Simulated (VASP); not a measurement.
BeRuF6:

```
Be Ru F
1.0
     0.00000    3.51900    3.51900
     3.51900    0.00000    3.51900
     3.51900    3.51900    0.00000
Be Ru F
1 1 6
Direct
  0.50000 0.50000 0.50000
  0.00000 0.00000 0.00000
  0.75000 0.25000 0.25000
  0.25000 0.75000 0.75000
  0.25000 0.75000 0.25000
  0.75000 0.25000 0.75000
  0.25000 0.25000 0.75000
  0.75000 0.75000 0.25000
```

- Program: VASP 6.6.1
- Task: relaxation of cell and atoms
- Functional: PBE
- Potentials or basis: VASP PAW PBE potentials, release 64 (Be, Ru_pv, F)
- Cutoff: 600 eV
- k mesh: 4 × 4 × 4
- Occupations: gaussian, width 0.1 eV
- Spin: collinear spin, ferromagnetic start
- Starting moments: [0.0, 1.0, 0.0, 0.0, 0.0, 0.0, 0.0, 0.0] μB

At the start: pressure 41.4 GPa; volume 10.89 Å³/atom.

Problem. Where does the relaxation end?

Solution. Over 12 steps the energy falls by 357.8 meV/atom and the volume is 12.62 Å³/atom (+15.8 %); space group Fm-3m (No. 225, to 0.1 Å) before and after; moment 2.00 μB per cell.

Step by step:
```csv
step,energy change (eV),largest force (eV/Å),pressure (GPa),volume (Å³)
1,0.0000,6.4136,41.40,87.15
2,2.5208,3.7789,-8.46,127.70
3,-0.2866,3.1147,-7.62,113.74
4,-1.9329,2.6640,-7.65,105.97
5,-2.7843,0.1623,5.15,96.25
6,-2.7920,0.5757,2.87,97.39
7,-2.7937,0.4657,3.46,97.08
8,-2.8608,0.1122,0.14,100.51
9,-2.8619,0.0672,-0.26,101.03
10,-2.8619,0.0600,-0.32,101.11
11,-2.8622,0.0506,0.18,100.82
12,-2.8624,0.0045,-0.03,100.94
```

Final structure:
```
Be Ru F
1.0
     0.00000    3.69549    3.69549
     3.69549    0.00000    3.69549
     3.69549    3.69549    0.00000
Be Ru F
1 1 6
Direct
  0.50000 0.50000 0.50000
  0.00000 0.00000 0.00000
  0.73811 0.26189 0.26189
  0.26189 0.73811 0.73811
  0.26189 0.73811 0.26189
  0.73811 0.26189 0.73811
  0.26189 0.26189 0.73811
  0.73811 0.73811 0.26189
```

Caveat: the k points lie up to 0.37 Å⁻¹ apart in the final cell; the volume moved by over 15 % at a fixed basis, so the end points are rough.
